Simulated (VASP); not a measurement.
C, 2 atoms in the cell. The typed cell holds 2 atoms: a = 2.455 Å, b = 2.455 Å, c = 3.643 Å, α = 109.59°, β = 109.59°, γ = 60.00°. 

| Item | Value |
| --- | --- |
| Program | VASP 6.6.1 |
| Task | single point |
| Functional | r2SCAN |
| Dispersion | rVV10 |
| Potentials or basis | VASP PAW PBE potentials, release 64 (C) |
| Cutoff | 520 eV |
| k mesh | 10 × 10 × 8 |
| Occupations | fermi-dirac, width 0.02 eV |
| Spin | no spin polarisation |
| Dipole correction | no |
| Further INCAR settings | ALGO = Normal; EDIFF = 1e-06; NBANDS = 11 |

Potentials or basis: VASP PAW PBE potentials, release 64 (C).

The run is started by

```sh
$ cat potpaw_PBE.64/C/POTCAR > POTCAR
$ cp INCAR.step1 INCAR
$ mpirun -np 1 vasp_std > vasp.out
$ cp INCAR.step2 INCAR
$ mpirun -np 1 vasp_std > vasp.out
```

Hardware: 1 thread of Intel Xeon 8259CL, on a shared host.

Estimate the wall time of this run.

Wall time 3.4 min on 1 thread of Intel Xeon 8259CL, with other jobs on the host, peak memory 0.2 GiB. Counts: k points 227.
